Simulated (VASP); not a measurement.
Set up this calculation in VASP 6.6.1, as the native input.

```yaml
Task: single point
Functional: PBE
Potentials_or_basis: VASP PAW PBE potentials, release 64 (Co)
Cutoff: 520 eV
k_mesh: 24 × 24 × 12
Occupations: gaussian, width 0.15 eV
Spin: collinear spin, ferromagnetic start
Starting_moments: "[1.375, 1.375] μB"
Fixed_moment: 2.75 μB
Dipole_correction: no
Further_INCAR_settings: ALGO = Fast; EDIFF = 1e-06; NBANDS = 20
```

The structure of Co lies in POSCAR:

```
Co
1.0
    2.2653151917      0.0000000000      0.0000000000
   -1.1326575959      1.9618205036      0.0000000000
    0.0000000000      0.0000000000      3.6636994876
Co
2
Direct
    0.6666666667      0.3333333333      0.2500000000
    0.3333333333      0.6666666667      0.7500000000
```

The input as run:

INCAR

```
PREC = Accurate
ENCUT = 520
EDIFF = 1E-6
ISMEAR = 0
SIGMA = 0.15
LREAL = F
LASPH = T
NELM = 150
ALGO = Fast
ISIF = 2
LWAVE = F
LCHARG = F
ISPIN = 2
MAGMOM = 1.375 1.375
LORBIT = 11
NUPDOWN = 2.75
LMAXMIX = 4
GGA = PE
NBANDS = 20
```

KPOINTS

```
regular mesh
0
Gamma
  24 24 12
```

Potentials or basis: VASP PAW PBE potentials, release 64 (Co).

Command:

```sh
$ cat potpaw_PBE.64/Co/POTCAR > POTCAR
$ mpirun -np 1 vasp_std > vasp.out
```

It gave:

```
Pressure     : 119.0 GPa
Net moment   : 2.75 μB per cell
Site moments : Co +1.34 μB
```

Caveat: the cell stands under pressure; the total moment is fixed, so each spin has its own Fermi level and the state may be an excited one.

Wall time 2 min on 1 thread of Intel(R) Xeon(R) 6975P-C (Granite Rapids) (shared host), peak memory 0.29 GiB.
